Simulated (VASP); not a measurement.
# TiTeAs (Immm) in VASP: single point with LDA

Aim: the single point of TiTeAs with LDA.

Everything below comes from runs of VASP 6.6.1. Logs are shortened: lines on timing, memory, paths and dates and some standing lists are left out, and cuts for length are marked.

### Step 1. The cell of the first run

It takes space group Immm (No. 71, orthorhombic). Conventional cell: a = 3.573 Å, b = 5.249 Å, c = 12.794 Å, α = 90.00°, β = 90.00°, γ = 90.00°. Within 3.6 Å of Ti (site symmetry mm2) lie 4 As at 2.70 Å and 4 Te at 2.84 to 2.87 Å and 3 Ti at 3.03 to 3.57 Å. Te (site symmetry mm2) has 4 Ti at 2.84 to 2.87 Å and 6 Te at 3.34 to 3.57 Å and 4 As at 3.46 Å within 3.7 Å. Within 3.6 Å of As (site symmetry m2m) lie 4 As at 2.55 to 3.57 Å and 4 Ti at 2.70 Å and 4 Te at 3.46 Å.

### Step 2. Single point, LDA

The input, INCAR:

```
SYSTEM = TiTeAs
PREC = Accurate
ENCUT = 520
EDIFF = 1E-6
ISMEAR = 0
SIGMA = 0.05
LREAL = .FALSE.
LASPH = .TRUE.
NELM = 100
ALGO = Normal
ISIF = 2
LWAVE = .FALSE.
LCHARG = .FALSE.
GGA = CA
NBANDS = 32
```

The input, KPOINTS:

```
Automatic mesh
0
G
  8 8 8
  0 0 0
```

The input, POSCAR:

```
TiTeAs
1.0
    3.5730000000      0.0000000000      0.0000000000
    0.0000000000     -5.2491000000      0.0000000000
   -1.7865000000      2.6245500000     -6.3970000000
Ti Te As
2 2 2
Direct
    0.3815300000      0.8815300000      0.7630600000
    0.6184700000      0.1184700000      0.2369400000
    0.7092700000      0.7092700000      0.4185400000
    0.2907300000      0.2907300000      0.5814600000
    0.0000000000      0.7432800000      0.0000000000
    0.0000000000      0.2567200000      0.0000000000
```

Potentials or basis: VASP PAW LDA potentials, release 64 (Ti_sv, Te, As).

The run is started by

```bash
cat potpaw_LDA.64/Ti_sv/POTCAR potpaw_LDA.64/Te/POTCAR potpaw_LDA.64/As/POTCAR > POTCAR
mpirun -np 1 vasp_std > vasp.out
```

OUTCAR:

```text
SYSTEM = TiTeAs
   PREC = Accurate
   ENCUT = 520
   EDIFF = 1E-6
   ISMEAR = 0
   LREAL = .FALSE.
   LASPH = .TRUE.
   NELM = 100
   ISIF = 2
   GGA = CA

 ion  position               nearest neighbor table
   1  0.382  0.882  0.763-   5 2.70   5 2.70   6 2.70   6 2.70   3 2.84   3 2.84   4 2.87   4 2.87

   2  0.618  0.118  0.237-   6 2.70   6 2.70   5 2.70   5 2.70   4 2.84   4 2.84   3 2.87   3 2.87

   3  0.709  0.709  0.419-   1 2.84   1 2.84   2 2.87   2 2.87   4 3.34   4 3.34   4 3.34   4 3.34

   4  0.291  0.291  0.581-   2 2.84   2 2.84   1 2.87   1 2.87   3 3.34   3 3.34   3 3.34   3 3.34

   5  0.000  0.743  0.000-   6 2.55   6 2.70   1 2.70   1 2.70   2 2.70   2 2.70
   6  0.000  0.257  0.000-   5 2.55   5 2.70   2 2.70   2 2.70   1 2.70   1 2.70

  LATTYP: Found a body centered orthorhombic cell.
 ALAT       =     3.5730000000
 B/A-ratio  =     1.4691015953
 C/A-ratio  =     3.5807444724

  Lattice vectors:

 A1 = (   1.7865000000,  -2.6245500000,   6.3970000000)
 A2 = (  -1.7865000000,   2.6245500000,   6.3970000000)
 A3 = (  -1.7865000000,  -2.6245500000,  -6.3970000000)

Analysis of symmetry for initial positions (statically):
=====================================================================
 Subroutine PRICEL returns:
 Original cell was already a primitive cell.

 Routine SETGRP: Setting up the symmetry group for a
 body centered orthorhombic supercell.

 Subroutine GETGRP returns: Found  8 space group operations
 (whereof  8 operations were pure point group operations)
 out of a pool of  8 trial point group operations.

The static configuration has the point symmetry D_2h.

Analysis of symmetry for dynamics (positions and initial velocities):
=====================================================================
 Subroutine PRICEL returns:
 Original cell was already a primitive cell.

 Routine SETGRP: Setting up the symmetry group for a
 body centered orthorhombic supercell.

 Subroutine GETGRP returns: Found  8 space group operations
 (whereof  8 operations were pure point group operations)
 out of a pool of  8 trial point group operations.

The dynamic configuration has the point symmetry D_2h.

 Subroutine INISYM returns: Found  8 space group operations
 (whereof  8 operations are pure point group operations),
 and found     1 'primitive' translations

[... 101 lines left out ...]
   NELM   =    100;   NELMIN=  2; NELMDL= -5     # of ELM steps
   EDIFF  = 0.1E-05   stopping-criterion for ELM
   LREAL  =      F    real-space projection
   EDIFFG = 0.1E-04   stopping-criterion for IOM
   NSW    =      0    number of steps for IOM
   IBRION =     -1    ionic relax: 0-MD 1-quasi-New 2-CG
   NFREE  =      0    steps in history (QN), initial steepest desc. (CG)
   ISIF   =      2    stress and relaxation
   ISYM   =      2    0-nonsym 1-usesym 2-fastsym
   POTIM  = 0.5000    time-step for ionic-motion
   TEBEG  =    0.0;   TEEND  =   0.0 temperature during run
   PSTRESS=    0.0 pullay stress
   NELECT =      46.0000    total number of electrons
   NUPDOWN=      -1.0000    fix difference up-down
   EMIN   =  10.00;   EMAX   =-10.00  energy-range for DOS
   EFERMI =   0.00;   METHOD = LEGACY
   ISMEAR =     0;   SIGMA  =   0.05  broadening in eV -4-tet -1-fermi 0-gaus
   EFERMI_NEDOS =   21; number of points for ismear=-14 and -15
   IALGO  =     38    algorithm
   IMIX   =      4    mixing-type and parameters
     AMIX     =   0.40;   BMIX     =  1.00
     AMIX_MAG =   1.60;   BMIX_MAG =  1.00
  volume/ion in A,a.u.               =      20.00       134.94
  Fermi-wavevector in a.u.,A,eV,Ry     =   1.189313  2.247475 19.244959  1.414465
  Thomas-Fermi vector in A             =   2.325423
   LORBIT       =      0    0 simple, 1 ext, 2 COOP (PROOUT), +10 PAW based schemes
   GGA     = CA    functional components
   LHFCALC =     F    Hartree Fock is set to
   AEXX    =    0.0000 exact exchange contribution
   IVDW    =     0    specifies the selected vdW correction
   LEPSILON=     F    determine dielectric tensor
   LRPA    =     F    only Hartree local field effects (RPA)
 non-spin polarized calculation
 Gauss-broadening in eV      SIGMA  =   0.05
  energy-cutoff  :      520.00
  volume of cell :      119.98
 maximum number of plane-waves:      3252
   NGX = 13   NGY = 19   NGZ = 27

 number of electron      46.0000000 magnetization

 Free energy of the ion-electron system (eV)
  ---------------------------------------------------
  ext. energy  EPLUGINS =         0.00000000
  ---------------------------------------------------
  free energy    TOTEN  =       -40.13203132 eV

  energy without entropy =      -40.13098690  energy(sigma->0) =      -40.13150911

 E-fermi :   8.3232     XC(G=0): -11.1269

 val. band max:        8.3218698433   @ k =   0.0000   0.1250   0.3750
 cond. band min:       8.3492223389   @ k =   0.0000   0.0000   0.3750
 fundamental gap:      0.0273524956
 Fermi energy:         8.3231580284

 k-point     1 :       0.0000    0.0000    0.0000
  band No.  band energies     occupation
      1     -48.0897      2.00000
      2     -48.0757      2.00000
      3     -24.7905      2.00000
      4     -24.7721      2.00000
      5     -24.7580      2.00000
      6     -24.7373      2.00000
[... 829 lines left out ...]
     31      11.1981      0.00000
     32      11.5458      0.00000

 [... further k-points ...]

------------------------ aborting loop because EDIFF is reached ----------------------------------------

  FORCE on cell =-STRESS in cart. coord.  units (eV):
  Direction    XX          YY          ZZ          XY          YZ          ZX
  --------------------------------------------------------------------------------------
  -------------------------------------------------------------------------------------
  Total       -3.4780820     -3.3791945     -3.5455435      0.0000000      0.0000000      0.0000000
  in kB      -46.4468419    -45.1262821    -47.3477323      0.0000000      0.0000000      0.0000000
  external PRESSURE =     -46.3069521 kB  Pullay stress =       0.0000000 kB

 VOLUME and BASIS-vectors are now :
 -----------------------------------------------------------------------------
  energy-cutoff  :      520.00
  volume of cell :      119.98
      direct lattice vectors                 reciprocal lattice vectors
     3.573000000  0.000000000  0.000000000     0.279876854  0.000000000 -0.078161638
     0.000000000 -5.249100000  0.000000000     0.000000000 -0.190508849 -0.078161638
    -1.786500000  2.624550000 -6.397000000     0.000000000  0.000000000 -0.156323277

 POSITION                                       TOTAL-FORCE (eV/Angst)
 -----------------------------------------------------------------------------------
     -0.00000     -2.62455     -4.88129        -0.000000     -0.000000     -0.155331
      1.78650     -0.00000     -1.51571         0.000000     -0.000000      0.155331
      1.78650     -2.62455     -2.67740         0.000000     -0.000000     -0.105526
      0.00000     -0.00000     -3.71960        -0.000000     -0.000000      0.105526
      0.00000     -3.90155      0.00000        -0.000000     -0.402454      0.000000
      0.00000     -1.34755      0.00000         0.000000      0.402454     -0.000000
 -----------------------------------------------------------------------------------
    total drift:                                0.000000     -0.000000      0.000000

  FREE ENERGIE OF THE ION-ELECTRON SYSTEM (eV)
  ---------------------------------------------------
  free  energy   TOTEN  =       -40.1320313195 eV

  energy  without entropy=      -40.1309869038  energy(sigma->0) =      -40.13150911
```

OSZICAR:

```text
N       E                     dE             d eps       ncg     rms          rms(c)
DAV:   1     0.454581674449E+03    0.45458E+03   -0.20905E+04  6080   0.143E+03
DAV:   2     0.141099769034E+02   -0.44047E+03   -0.42403E+03  6296   0.410E+02
DAV:   3    -0.389576519101E+02   -0.53068E+02   -0.51348E+02  9752   0.121E+02
DAV:   4    -0.437983288138E+02   -0.48407E+01   -0.48191E+01  9296   0.312E+01
DAV:   5    -0.440643790239E+02   -0.26605E+00   -0.26598E+00  8312   0.620E+00    0.166E+01
DAV:   6    -0.425824078323E+02    0.14820E+01   -0.35580E+01  8744   0.404E+01    0.124E+01
DAV:   7    -0.404025980682E+02    0.21798E+01   -0.15911E+01  8336   0.291E+01    0.595E+00
DAV:   8    -0.401391960519E+02    0.26340E+00   -0.13703E+00  7928   0.795E+00    0.210E+00
DAV:   9    -0.401415646245E+02   -0.23686E-02   -0.16426E-01  8872   0.196E+00    0.152E+00
DAV:  10    -0.401328938329E+02    0.86708E-02   -0.66358E-02  8328   0.200E+00    0.629E-01
DAV:  11    -0.401321179534E+02    0.77588E-03   -0.39529E-03  8264   0.472E-01    0.209E-01
DAV:  12    -0.401320606794E+02    0.57274E-04   -0.32187E-04  8384   0.880E-02    0.126E-01
DAV:  13    -0.401320323320E+02    0.28347E-04   -0.11859E-04  8904   0.624E-02    0.183E-02
DAV:  14    -0.401320322993E+02    0.32673E-07   -0.14619E-05  7096   0.188E-02    0.243E-02
DAV:  15    -0.401320313195E+02    0.97977E-06   -0.63446E-06  7456   0.168E-02
   1 F= -.40132031E+02 E0= -.40131509E+02  d E =-.104442E-02
```

Wall time 5 min (1 thread of Intel Xeon Platinum 8488C (Sapphire Rapids), shared host); peak memory 0.44 GiB.

Results:

| Property | Result |
| --- | --- |
| Free energy | -40.1320 eV |
| Pressure | -4.6 GPa |
| Largest force | 0.402 eV/Å |
| Band gap on the k mesh | zero (bands 23 and 24 overlap by 0.21 eV) |

Forces on the atoms (eV/Å):
```
Ti   0.000  0.000 -0.155
Ti   0.000  0.000  0.155
Te   0.000  0.000 -0.106
Te   0.000  0.000  0.106
As   0.000 -0.402  0.000
As   0.000  0.402  0.000
```

Stress tensor (GPa, compression positive):
```
-4.64  0.00  0.00
 0.00 -4.51  0.00
 0.00  0.00 -4.73
```

Caveat: the cell stands under tension; spin-orbit coupling is left out, which moves the levels of the heavy elements.

The gap in the log of VASP goes by the Fermi energy; the results here count the filled bands.